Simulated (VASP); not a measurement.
Here is a VASP 6.6.1 calculation.

The input INCAR:

```
SYSTEM = Li4BrF3
PREC = Accurate
ENCUT = 600
EDIFF = 1E-6
ISMEAR = 0
SIGMA = 0.15
LREAL = .FALSE.
LASPH = .TRUE.
NELM = 80
ALGO = Normal
ISIF = 3
LWAVE = .FALSE.
LCHARG = .FALSE.
GGA = PE
IBRION = 2
NSW = 36
EDIFFG = -0.08
```

KPOINTS

```
regular mesh
0
G
  3 2 3
  0 0 0
```

File POSCAR:

```
Li4BrF3
1.0
    3.6160155400      0.0000000000      0.0000000000
    0.0000000000      7.2504427300      0.0000000000
    0.0000000000      0.0000000000      5.0713390100
Li Br F
4 1 3
Direct
    0.0000000000      0.2383150000      0.0082310000
    0.5000000000      0.0000000000      0.5044590200
    0.0000000000      0.7616850000      0.0082310000
    0.5000000000      0.5000000000      0.4779169900
    0.0000000000      0.5000000000      0.7528989900
    0.5000000000      0.2431770000      0.2500860100
    0.0000000000      0.0000000000      0.7480909800
    0.5000000000      0.7568230000      0.2500860100
```

Potentials or basis: VASP PAW PBE potentials, release 64 (Li_sv, Br, F).

The run is started by

```console
$ cat potpaw_PBE.64/Li_sv/POTCAR potpaw_PBE.64/Br/POTCAR potpaw_PBE.64/F/POTCAR > POTCAR
$ mpirun -np 1 vasp_std > vasp.out
```

Q: Predict the band gap on the k mesh.

A: 4.81 eV (least direct gap 4.91 eV).

Q: Predict the relaxed volume.

A: 12.79 Å³/atom.

Q: Estimate the space group after relaxing (to 0.1 Å).

A: Pmm2 (No. 25).

Final structure:
```yaml
crystal:
  lattice:
    - [3.49396, 0.00000, 0.00000]
    - [0.00000, 7.16135, 0.00000]
    - [0.00000, 0.00000, 4.09004]
  atoms:
    - { symbol: Li, position: [0.00000, 0.19769, 0.05801] }
    - { symbol: Li, position: [0.50000, 0.00000, 0.54299] }
    - { symbol: Li, position: [0.00000, 0.80231, 0.05801] }
    - { symbol: Li, position: [0.50000, 0.50000, 0.30853] }
    - { symbol: Br, position: [0.00000, 0.50000, 0.76597] }
    - { symbol: F, position: [0.50000, 0.21474, 0.25300] }
    - { symbol: F, position: [0.00000, 0.00000, 0.76049] }
    - { symbol: F, position: [0.50000, 0.78526, 0.25300] }
```

Caveat: the k points lie up to 0.60 Å⁻¹ apart in the final cell; the cutoff is under 1.25 times the usual one of these potentials, so pressure, stress and relaxed cells hold a basis-set (Pulay) error; the volume moved by over 15 % at a fixed basis, so the end points are rough; an odd mesh through Γ misses points on the zone boundary, where band edges can lie.
